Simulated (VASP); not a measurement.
Runs of VASP 6.6.1 on InP. The structure is that of space group F-43m (No. 216), or close to it. The cells are those of the table. 

| task | level | spin | cell | k mesh | cutoff (eV) | smearing | gap on the mesh (eV) | pressure (GPa) |
| --- | --- | --- | --- | --- | --- | --- | --- | --- |
| dielectric tensor | r2SCAN | off | a = 4.177 Å, angles 60.0°, 2 atoms | 6 × 6 × 6 | 520 | gaussian 0.01 eV | 1.03 | - |
| single point | PBE | non-collinear, zero start, SOC | a = 4.177 Å, angles 60.0°, 2 atoms | 8 × 8 × 8 | 520 | fermi-dirac 0.02 eV | - | 1.6 |
| single point | r2SCAN | off | a = 4.177 Å, angles 60.0°, 2 atoms | 8 × 8 × 8 | 520 | gaussian 0.01 eV | 1.03 | -0.1 |
| relaxation of cell and atoms | r2SCAN | off | relaxed from a = 4.213 Å, angles 60.0°, 2 atoms | 6 × 6 × 6 | 600 | fermi-dirac 0.02 eV | (a) | 0.0 |
| single point | r2SCAN | off | a = 4.177 Å, angles 60.0°, 2 atoms | 6 × 6 × 6 | 520 | fermi-dirac 0.02 eV | 1.03 | -0.1 |

Alike in all rows: potentials or basis VASP PAW PBE potentials, release 64 (In_d, P).

Task: Fill in the values left out.

Result: (a) 1.04.

Caveats: the PAW data sets were made with another functional, which shifts forces and pressure a little (some runs); spin-orbit coupling is left out, which moves the levels of the heavy elements (some runs).

A k mesh can miss the band edges, and rows without SOC leave out spin-orbit coupling on In.
